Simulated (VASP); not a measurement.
Crystal: W.

```
W
1.0
    -1.59178    1.59178    1.59178
     1.59178   -1.59178    1.59178
     1.59178    1.59178   -1.59178
W
1
Direct
  0.00000 0.00000 0.00000
```

```yaml
Program: VASP 6.6.1
Task: relaxation of cell and atoms
Functional: PBEsol
Potentials_or_basis: VASP PAW PBE potentials, release 64 (W_sv)
Cutoff: 600 eV
k_mesh: 18 × 18 × 18
Occupations: gaussian, width 0.1 eV
Spin: no spin polarisation
```

At the start: pressure -7.9 GPa; volume 16.13 Å³/atom.

Where does the relaxation end?

Over 7 steps the energy falls by 10.3 meV/atom and the volume is 15.73 Å³/atom (-2.5 %); space group Im-3m (No. 229, to 0.1 Å) before and after.

Step by step:
```csv
step,energy change (eV),largest force (eV/Å),pressure (GPa),volume (Å³)
1,0.0000,0.0000,-7.91,16.13
2,0.1352,0.0000,36.37,14.34
3,-0.0103,0.0000,-0.35,15.74
4,-0.0103,0.0000,-0.07,15.73
5,-0.0103,0.0000,0.11,15.72
6,-0.0103,0.0000,-0.32,15.74
7,-0.0103,0.0000,0.00,15.73
```

Final structure:
```xyz
1
Lattice="-1.5783 1.5783 1.5783 1.5783 -1.5783 1.5783 1.5783 1.5783 -1.5783" Properties=species:S:1:pos:R:3 pbc="T T T"
W     0.0000    0.0000    0.0000
```

Caveat: the PAW data sets were made with another functional, which shifts forces and pressure a little.
